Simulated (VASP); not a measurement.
# Sr (I4_1/amd) in VASP: notebook

Runs on Sr. Level: PBEsol. Tasks: single point.

Program: VASP 6.6.1. These are calculated values, not measurements. Logs are shortened: lines on timing, memory, paths and dates and some standing lists are left out, and cuts for length are marked.

### 1 The cell of the first run

Symmetry: I4_1/amd, No. 141, tetragonal system. Conventional cell: a = 7.284 Å, b = 7.284 Å, c = 3.729 Å, α = 90.00°, β = 90.00°, γ = 90.00°. Within 4.9 Å of Sr (site symmetry -4m2) lie 10 Sr at 3.73 to 4.59 Å.

### 2 Single point, PBEsol (strained)

File INCAR:

```
SYSTEM = Sr
PREC = Accurate
ENCUT = 520
EDIFF = 1E-7
ISMEAR = 0
SIGMA = 0.1
LREAL = .False.
LASPH = .True.
NELM = 80
ALGO = Fast
ISIF = 2
LWAVE = .False.
LCHARG = .False.
GGA = PS
NBANDS = 17
```

File KPOINTS:

```
Automatic mesh
0
Gamma
  12 12 12
  0 0 0
```

File POSCAR:

```
Sr
1.0
   -3.6418676430      3.6418676430      1.8644606284
    3.6418676430     -3.6418676430      1.8644606284
    3.6418676430      3.6418676430     -1.8644606284
Sr
2
Direct
    0.7500000000      0.2500000000      0.5000000000
    0.0000000000      0.0000000000      0.0000000000
```

Potentials or basis: VASP PAW PBE potentials, release 64 (Sr_sv).

Run with:

```console
> cat potpaw_PBE.64/Sr_sv/POTCAR > POTCAR
> mpirun -np 1 vasp_std > vasp.out
```

OUTCAR:

```text
SYSTEM = Sr
   PREC = Accurate
   ENCUT = 520
   EDIFF = 1E-7
   ISMEAR = 0
   LREAL = .False.
   LASPH = .True.
   NELM = 80
   ISIF = 2
   GGA = PS

 ion  position               nearest neighbor table
   1  0.750  0.250  0.500-   2 3.76   2 3.76   2 3.76   2 3.76   2 4.59   2 4.59   2 4.59   2 4.59

   2  0.000  0.000  0.000-   1 3.76   1 3.76   1 3.76   1 3.76   1 4.59   1 4.59   1 4.59   1 4.59

  LATTYP: Found a body centered tetragonal cell.
 ALAT       =     7.2837352860
 C/A-ratio  =     0.5119517817

  Lattice vectors:

 A1 = (  -3.6418676430,   3.6418676430,   1.8644606284)
 A2 = (   3.6418676430,  -3.6418676430,   1.8644606284)
 A3 = (   3.6418676430,   3.6418676430,  -1.8644606284)

Analysis of symmetry for initial positions (statically):
=====================================================================
 Subroutine PRICEL returns:
 Original cell was already a primitive cell.

 Routine SETGRP: Setting up the symmetry group for a
 body centered tetragonal supercell.

 Subroutine GETGRP returns: Found 16 space group operations
 (whereof  8 operations were pure point group operations)
 out of a pool of 16 trial point group operations.

The static configuration has the point symmetry D_2d.
 The point group associated with its full space group is D_4h.

Analysis of symmetry for dynamics (positions and initial velocities):
=====================================================================
 Subroutine PRICEL returns:
 Original cell was already a primitive cell.

 Routine SETGRP: Setting up the symmetry group for a
 body centered tetragonal supercell.

 Subroutine GETGRP returns: Found 16 space group operations
 (whereof  8 operations were pure point group operations)
 out of a pool of 16 trial point group operations.

The dynamic configuration has the point symmetry D_2d.
 The point group associated with its full space group is D_4h.

 Subroutine INISYM returns: Found 16 space group operations
 (whereof  8 operations are pure point group operations),
 and found     1 'primitive' translations

----------------------------------------------------------------------------------------

                                     Primitive cell

  volume of cell :      98.9149

  direct lattice vectors                    reciprocal lattice vectors
    -3.641867643  3.641867643  1.864460628     0.000000000  0.137292194  0.268174073
     3.641867643 -3.641867643  1.864460628     0.137292194  0.000000000  0.268174073
     3.641867643  3.641867643 -1.864460628     0.137292194  0.137292194  0.000000000

  length of vectors
     5.477464130  5.477464130  5.477464130     0.301274758  0.301274758  0.194160483

  position of ions in fractional coordinates (direct lattice)
     0.750000000  0.250000000  0.500000000
     0.000000000  0.000000000  0.000000000

  ion indices of the primitive-cell ions
   primitive index   ion index
                 1           1
                 2           2

----------------------------------------------------------------------------------------

 KPOINTS: Automatic mesh

Automatic generation of k-mesh.
 Grid dimensions read from file:
 generate k-points for:   12   12   12

 Generating k-lattice:

  Cartesian coordinates                     Fractional coordinates (reciprocal lattice)
     0.000000000  0.011441016  0.022347839     0.083333333  0.000000000  0.000000000
     0.011441016  0.000000000  0.022347839     0.000000000  0.083333333  0.000000000
     0.011441016  0.011441016  0.000000000     0.000000000  0.000000000  0.083333333

  Length of vectors
     0.025106230  0.025106230  0.016180040

  Shift w.r.t. Gamma in fractional coordinates (k-lattice)
     0.000000000  0.000000000  0.000000000

 Subroutine IBZKPT returns following result:
 ===========================================

 Found    163 irreducible k-points:

 Following reciprocal coordinates:
            Coordinates               Weight
  0.000000  0.000000  0.000000      1.000000
  0.083333  0.000000 -0.000000      8.000000
  0.166667 -0.000000  0.000000      8.000000
  0.250000 -0.000000  0.000000      8.000000
  0.333333 -0.000000  0.000000      8.000000
  0.416667  0.000000  0.000000      8.000000
[... 16 lines left out ...]
  0.500000  0.166667  0.000000     16.000000
 -0.416667  0.166667  0.000000     16.000000
 [... further k-points ...]
   k-points           NKPTS =    163   k-points in BZ     NKDIM =    163   number of bands    NBANDS=     17
   number of dos      NEDOS =    301   number of ions     NIONS =      2
   total plane-waves  NPLWV =  74088
   dimension x,y,z NGX =    42 NGY =   42 NGZ =   42
   dimension x,y,z NGXF=    84 NGYF=   84 NGZF=   84
   ions per type =               2
   NGX,Y,Z   is equivalent  to a cutoff of  12.75, 12.75, 12.75 a.u.
   NGXF,Y,Z  is equivalent  to a cutoff of  25.49, 25.49, 25.49 a.u.
 SYSTEM =  Sr
   PREC   = accura    normal or accurate (medium, high low for compatibility)
   ISTART =      0    job   : 0-new  1-cont  2-samecut
   ICHARG =      2    charge: 1-file 2-atom 10-const
   ISPIN  =      1    spin polarized calculation?
   LNONCOLLINEAR =      F non collinear calculations
   LSORBIT =      F    spin-orbit coupling
   LASPH  =      T    aspherical Exc in radial PAW
   ENCUT  =  520.0 eV  38.22 Ry    6.18 a.u.  10.18 10.18 10.18*2*pi/ulx,y,z
   NELM   =     80;   NELMIN=  2; NELMDL= -5     # of ELM steps
   EDIFF  = 0.1E-06   stopping-criterion for ELM
   LREAL  =      F    real-space projection
   EDIFFG = 0.1E-05   stopping-criterion for IOM
   NSW    =      0    number of steps for IOM
   IBRION =     -1    ionic relax: 0-MD 1-quasi-New 2-CG
   NFREE  =      0    steps in history (QN), initial steepest desc. (CG)
   ISIF   =      2    stress and relaxation
   ISYM   =      2    0-nonsym 1-usesym 2-fastsym
   POTIM  = 0.5000    time-step for ionic-motion
   TEBEG  =    0.0;   TEEND  =   0.0 temperature during run
   PSTRESS=    0.0 pullay stress
   NELECT =      20.0000    total number of electrons
   NUPDOWN=      -1.0000    fix difference up-down
   EMIN   =  10.00;   EMAX   =-10.00  energy-range for DOS
   EFERMI =   0.00;   METHOD = LEGACY
   ISMEAR =     0;   SIGMA  =   0.10  broadening in eV -4-tet -1-fermi 0-gaus
   EFERMI_NEDOS =   21; number of points for ismear=-14 and -15
   IALGO  =     68    algorithm
   IMIX   =      4    mixing-type and parameters
     AMIX     =   0.40;   BMIX     =  1.00
     AMIX_MAG =   1.60;   BMIX_MAG =  1.00
  volume/ion in A,a.u.               =      49.46       333.76
  Fermi-wavevector in a.u.,A,eV,Ry     =   0.960869  1.815780 12.561849  0.923270
  Thomas-Fermi vector in A             =   2.090191
   LORBIT       =      0    0 simple, 1 ext, 2 COOP (PROOUT), +10 PAW based schemes
   GGA     = PS    functional components
   LHFCALC =     F    Hartree Fock is set to
   AEXX    =    0.0000 exact exchange contribution
   IVDW    =     0    specifies the selected vdW correction
   LEPSILON=     F    determine dielectric tensor
   LRPA    =     F    only Hartree local field effects (RPA)
 non-spin polarized calculation
 RMM-DIIS sequential band-by-band and
 Gauss-broadening in eV      SIGMA  =   0.10
  energy-cutoff  :      520.00
  volume of cell :       98.91
 maximum number of plane-waves:      2686
 NGX is ok and might be reduce to    42
   NGX = 21   NGY = 21   NGZ = 21

 number of electron      20.0000000 magnetization

 Free energy of the ion-electron system (eV)
  ---------------------------------------------------
  ext. energy  EPLUGINS =         0.00000000
  ---------------------------------------------------
  free energy    TOTEN  =        -3.14627953 eV

  energy without entropy =       -3.13336893  energy(sigma->0) =       -3.13982423

 E-fermi :   1.6948     XC(G=0):  -7.7575

 val. band max:        1.6936699066   @ k =   0.2500   0.2500   0.1667
 cond. band min:       1.7006620116   @ k =  -0.1667   0.2500   0.1667
 fundamental gap:      0.0069921050
 Fermi energy:         1.6947763089

 k-point     1 :       0.0000    0.0000    0.0000
  band No.  band energies     occupation
      1     -34.6963      2.00000
      2     -34.6443      2.00000
      3     -16.8407      2.00000
      4     -16.8407      2.00000
      5     -16.5344      2.00000
      6     -16.5344      2.00000
[... 9 lines left out ...]
     16       5.8768      0.00000
     17       5.8988      0.00000

 k-point     2 :       0.0833    0.0000   -0.0000
  band No.  band energies     occupation
      1     -34.6937      2.00000
      2     -34.6433      2.00000
      3     -16.8377      2.00000
      4     -16.8315      2.00000
      5     -16.5544      2.00000
      6     -16.5480      2.00000
[... 9 lines left out ...]
     16       5.4289      0.00000
     17       5.4700      0.00000

 k-point     3 :       0.1667   -0.0000    0.0000
  band No.  band energies     occupation
      1     -34.6865      2.00000
      2     -34.6405      2.00000
      3     -16.8294      2.00000
      4     -16.8073      2.00000
      5     -16.6255      2.00000
      6     -16.6167      2.00000
[... 9 lines left out ...]
     16       4.8841      0.00000
     17       5.0681      0.00000

 k-point     4 :       0.2500   -0.0000    0.0000
  band No.  band energies     occupation
      1     -34.6764      2.00000
      2     -34.6369      2.00000
      3     -16.8180      2.00000
      4     -16.7843      2.00000
      5     -16.7215      2.00000
      6     -16.6973      2.00000
[... 9 lines left out ...]
     16       4.6099      0.00000
     17       4.6711      0.00000

 k-point     5 :       0.3333   -0.0000    0.0000
  band No.  band energies     occupation
      1     -34.6658      2.00000
      2     -34.6339      2.00000
      3     -16.8359      2.00000
      4     -16.8066      2.00000
      5     -16.8064      2.00000
      6     -16.7062      2.00000
[... 9 lines left out ...]
     16       4.4826      0.00000
     17       5.1047      0.00000

 k-point     6 :       0.4167    0.0000    0.0000
  band No.  band energies     occupation
      1     -34.6575      2.00000
      2     -34.6321      2.00000
      3     -16.9021      2.00000
      4     -16.8691      2.00000
      5     -16.7978      2.00000
      6     -16.6744      2.00000
[... 9 lines left out ...]
     16       4.7437      0.00000
     17       5.6696      0.00000

 k-point     7 :       0.5000   -0.0000    0.0000
  band No.  band energies     occupation
      1     -34.6543      2.00000
      2     -34.6317      2.00000
      3     -16.9269      2.00000
      4     -16.8920      2.00000
      5     -16.7947      2.00000
      6     -16.6540      2.00000
[... 9 lines left out ...]
     16       4.8082      0.00000
     17       5.4069      0.00000

 k-point     8 :       0.0833    0.0833   -0.0000
  band No.  band energies     occupation
      1     -34.6873      2.00000
      2     -34.6397      2.00000
      3     -16.8223      2.00000
      4     -16.8222      2.00000
      5     -16.6224      2.00000
      6     -16.6174      2.00000
[... 9 lines left out ...]
     16       4.9808      0.00000
     17       5.0268      0.00000
[... 203 lines left out ...]
      1     -34.6681      2.00000
      2     -34.6316      2.00000
      3     -16.8393      2.00000
      4     -16.8072      2.00000
      5     -16.7727      2.00000
      6     -16.7620      2.00000
[... 9 lines left out ...]
     16       4.5568      0.00000
     17       4.8673      0.00000

 k-point    20 :       0.2500    0.1667    0.0000
  band No.  band energies     occupation
      1     -34.6595      2.00000
      2     -34.6302      2.00000
      3     -16.9035      2.00000
      4     -16.8662      2.00000
      5     -16.7705      2.00000
      6     -16.7401      2.00000
[... 9 lines left out ...]
     16       4.6671      0.00000
     17       5.7723      0.00000

 k-point    21 :       0.3333    0.1667    0.0000
  band No.  band energies     occupation
      1     -34.6543      2.00000
      2     -34.6317      2.00000
      3     -16.9299      2.00000
      4     -16.8912      2.00000
      5     -16.7713      2.00000
      6     -16.7115      2.00000
[... 9 lines left out ...]
     16       4.5780      0.00000
     17       5.6883      0.00000

 k-point    22 :       0.4167    0.1667    0.0000
  band No.  band energies     occupation
      1     -34.6541      2.00000
      2     -34.6355      2.00000
      3     -16.9084      2.00000
      4     -16.8712      2.00000
      5     -16.7771      2.00000
      6     -16.6844      2.00000
[... 9 lines left out ...]
     16       4.6013      0.00000
     17       5.4068      0.00000

 k-point    23 :       0.5000    0.1667    0.0000
  band No.  band energies     occupation
      1     -34.6600      2.00000
      2     -34.6396      2.00000
      3     -16.8487      2.00000
      4     -16.8125      2.00000
      5     -16.7828      2.00000
      6     -16.6584      2.00000
[... 9 lines left out ...]
     16       4.4714      0.00000
     17       5.4703      0.00000

 k-point    24 :      -0.4167    0.1667    0.0000
  band No.  band energies     occupation
      1     -34.6698      2.00000
      2     -34.6434      2.00000
      3     -16.8133      2.00000
      4     -16.7536      2.00000
      5     -16.7337      2.00000
      6     -16.6610      2.00000
[... 9 lines left out ...]
     16       4.5250      0.00000
     17       5.2229      0.00000

 [... further k-points ...]

------------------------ aborting loop because EDIFF is reached ----------------------------------------

  FORCE on cell =-STRESS in cart. coord.  units (eV):
  Direction    XX          YY          ZZ          XY          YZ          ZX
  --------------------------------------------------------------------------------------
  -------------------------------------------------------------------------------------
  Total       -0.1434670     -0.1434670      1.0951317      0.0000000     -0.0000000      0.0000000
  in kB       -2.3238124     -2.3238124     17.7384400      0.0000000     -0.0000000      0.0000000
  external PRESSURE =       4.3636051 kB  Pullay stress =       0.0000000 kB

 VOLUME and BASIS-vectors are now :
 -----------------------------------------------------------------------------
  energy-cutoff  :      520.00
  volume of cell :       98.91
      direct lattice vectors                 reciprocal lattice vectors
    -3.641867643  3.641867643  1.864460628     0.000000000  0.137292194  0.268174073
     3.641867643 -3.641867643  1.864460628     0.137292194  0.000000000  0.268174073
     3.641867643  3.641867643 -1.864460628     0.137292194  0.137292194  0.000000000

 POSITION                                       TOTAL-FORCE (eV/Angst)
 -----------------------------------------------------------------------------------
     -0.00000      3.64187      0.93223        -0.000000      0.000000     -0.000000
      0.00000      0.00000      0.00000         0.000000     -0.000000      0.000000
 -----------------------------------------------------------------------------------
    total drift:                               -0.000000     -0.000000      0.000000

  FREE ENERGIE OF THE ION-ELECTRON SYSTEM (eV)
  ---------------------------------------------------
  free  energy   TOTEN  =        -3.1462795290 eV

  energy  without entropy=       -3.1333689266  energy(sigma->0) =       -3.13982423
```

It took 7.2 min on 1 thread of Oxide Virtual Turin-like, shared host; peak memory 0.38 GiB.

Results:

```
Free energy            : -3.1463 eV
Pressure               : 0.4 GPa
Band gap on the k mesh : zero (bands 10 and 11 overlap by 0.73 eV)
```

Stress tensor (GPa, compression positive):
```
-0.23  0.00  0.00
 0.00 -0.23  0.00
 0.00  0.00  1.77
```

Caveat: the cell differs from its parent crystal (strained); the PAW data sets were made with another functional, which shifts forces and pressure a little.

### 3 Single point, PBEsol (strained)

File INCAR:

```
SYSTEM = Sr
ALGO = Fast
EDIFF = 1E-6
ENCUT = 520
GGA = PS
ISIF = 2
ISMEAR = 0
LASPH = .TRUE.
LCHARG = .FALSE.
LREAL = .FALSE.
LWAVE = .FALSE.
NBANDS = 17
NELM = 80
PREC = Accurate
SIGMA = 0.1
```

File KPOINTS:

```
k-points
0
G
  12 12 12
  0 0 0
```

File POSCAR:

```
Sr
1.0
   -3.6305261867      3.6305261867      2.1614082164
    3.6305261867     -3.6305261867      2.1614082164
    3.6305261867      3.6305261867     -2.1614082164
Sr
2
Direct
    0.7500000000      0.2500000000      0.5000000000
    0.0000000000      0.0000000000      0.0000000000
```

Potentials or basis: VASP PAW PBE potentials, release 64 (Sr_sv).

Run with:

```console
> cat potpaw_PBE.64/Sr_sv/POTCAR > POTCAR
> mpirun -np 1 vasp_std > vasp.out
```

It took 14 min on 1 thread of Oxide Virtual Turin-like, shared host; peak memory 0.4 GiB.

Results (log left out):

```yaml
Free_energy: -3.0782 eV
Pressure: -0.7 GPa
Band_gap_on_the_k_mesh: zero (bands 10 and 11 overlap by 0.61 eV)
```

Stress tensor (GPa, compression positive):
```
 0.19  0.00  0.00
 0.00  0.19  0.00
 0.00  0.00 -2.41
```

Levels at points of the mesh, in eV from the Fermi level:
```
           k point  band 6  band 7  band 8  band 9  band 10  band 11  band 12  band 13  band 14  band 15
(0.00, 0.00, 0.00)  -18.59  -18.53  -18.53   -3.43    -0.29     0.92     1.13     1.93     2.93     2.93
(0.50, 0.00, 0.00)  -18.63  -18.60  -18.52   -1.01    -0.24     0.01     1.04     1.20     1.78     2.47
(0.50, 0.50, 0.00)  -18.68  -18.56  -18.56   -1.76    -1.76     1.14     1.14     1.64     1.64     2.37
(0.50, 0.50, 0.50)  -18.59  -18.50  -18.50   -0.99    -0.99     0.07     0.07     1.65     1.65     3.30
```

Caveat: the cell differs from its parent crystal (strained); the PAW data sets were made with another functional, which shifts forces and pressure a little.

### 4 Single point, PBEsol (strained)

File INCAR:

```
ALGO = Fast
EDIFF = 1E-6
ENCUT = 520
GGA = PS
ISIF = 2
ISMEAR = 0
LASPH = True
LCHARG = True
LELF = True
LREAL = False
LVHAR = True
LWAVE = False
NBANDS = 17
NELM = 80
PREC = Accurate
SIGMA = 0.1
```

File KPOINTS:

```
k-points
0
Gamma
  12 12 12
```

File POSCAR:

```
Sr
1.0
   -3.7720720093      3.7720720093      2.2385854887
    3.7720720093     -3.7720720093      2.2385854887
    3.7720720093      3.7720720093     -2.2385854887
Sr
2
Direct
    0.7500000000      0.2500000000      0.5000000000
    0.0000000000      0.0000000000      0.0000000000
```

Run with:

```console
> cat potpaw_PBE.64/Sr_sv/POTCAR > POTCAR
> mpirun -np 1 vasp_std > vasp.out
```

It took 7.3 min on 1 thread of Oxide Virtual Turin-like, shared host; peak memory 0.48 GiB.

Results (log left out):

```
Free energy            : -2.9990 eV
Pressure               : -1.3 GPa
Band gap on the k mesh : zero (bands 10 and 11 overlap by 0.65 eV)
```

Stress tensor (GPa, compression positive):
```
-0.57  0.00  0.00
 0.00 -0.57  0.00
 0.00  0.00 -2.63
```

Levels at points of the mesh, in eV from the Fermi level:
```tsv
k point	band 8	band 9	band 10	band 11	band 12	band 13
(0.00, 0.00, 0.00)	-18.79	-3.31	-0.17	0.84	1.07	1.81
(0.50, 0.00, 0.00)	-18.78	-1.03	-0.31	0.09	0.90	1.11
(0.50, 0.50, 0.00)	-18.81	-1.78	-1.78	1.10	1.10	1.47
(0.50, 0.50, 0.50)	-18.77	-1.03	-1.03	-0.06	-0.06	1.53
```

Caveat: the cell differs from its parent crystal (strained); the PAW data sets were made with another functional, which shifts forces and pressure a little.

### 5 Overview

| cell | further INCAR settings | gap on the mesh (eV) | pressure (GPa) |
| --- | --- | --- | --- |
| a = 5.477 Å, angles 96.7, 96.7, 140.2°, 2 atoms | ALGO = Fast; EDIFF = 1e-07; NBANDS = 17 | none | 0.4 |
| a = 5.571 Å, angles 98.7, 98.7, 134.3°, 2 atoms | ALGO = Fast; EDIFF = 1e-06; NBANDS = 17 | none | -0.7 |
| a = 5.785 Å, angles 98.6, 98.6, 134.5°, 2 atoms | ALGO = Fast; EDIFF = 1e-06; NBANDS = 17 | none | -1.3 |

Alike in all rows: task single point; level PBEsol; potentials or basis VASP PAW PBE potentials, release 64 (Sr_sv); no spin polarisation; k mesh 12 × 12 × 12; cutoff (eV) 520; smearing gaussian 0.1 eV.

Caveats: the PAW data sets were made with another functional, which shifts forces and pressure a little.

Absolute energies hang on the potentials; compare differences alone.
